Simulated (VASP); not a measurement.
## Rh: single point with r2SCAN

Crystal: Rh.

```
Rh
1.0
     2.69001    0.00000    0.00000
    -1.34501    2.32962    0.00000
     0.00000    0.00000    4.29563
Rh
2
Direct
  0.66667 0.33333 0.75000
  0.33333 0.66667 0.25000
```

This cell differs from its parent crystal: strain -0.015 along x and y, -0.030 along z.

```yaml
Program: VASP 6.6.1
Task: single point
Functional: r2SCAN
Potentials_or_basis: VASP PAW PBE potentials, release 64 (Rh_pv)
Cutoff: 520 eV
k_mesh: 18 × 18 × 12
Occupations: gaussian, width 0.15 eV
Spin: no spin polarisation
Dipole_correction: no
Further_INCAR_settings: ALGO = Normal; EDIFF = 1e-07; NBANDS = 22
```

* Pressure: 8.1 GPa
* Band gap on the k mesh: zero (bands 15 and 16 overlap by 2.59 eV)

Stress tensor (GPa, compression positive):
```
 7.14  0.00  0.00
 0.00  7.14  0.00
 0.00  0.00 10.15
```

Levels at points of the mesh, in eV from the Fermi level:
| k point | band 11 | band 12 | band 13 | band 14 | band 15 | band 16 | band 17 | band 18 | band 19 | band 20 |
| --- | --- | --- | --- | --- | --- | --- | --- | --- | --- | --- |
| (0.00, 0.00, 0.00) | -3.24 | -2.69 | -2.69 | -2.17 | -2.17 | 0.13 | 0.13 | 0.99 | 9.49 | 16.56 |
| (0.50, 0.00, 0.00) | -2.85 | -2.35 | -2.31 | 0.38 | 0.70 | 0.73 | 3.23 | 5.50 | 11.09 | 11.63 |
| (0.00, 0.00, 0.50) | -3.42 | -3.42 | -3.36 | -3.36 | -0.48 | -0.48 | -0.48 | -0.48 | 15.71 | 15.71 |
| (0.50, 0.00, 0.50) | -1.86 | -1.86 | -0.33 | -0.33 | 0.60 | 0.60 | 2.89 | 2.89 | 10.01 | 10.01 |

Wall time 11 min on 1 thread of AMD EPYC 7R43 64-Core Processor (Zen 3) (shared host), peak memory 0.19 GiB.

Caveat: the cell differs from its parent crystal (strain -0.015 along x and y, -0.030 along z); the cell stands under pressure; the PAW data sets were made with another functional, which shifts forces and pressure a little.
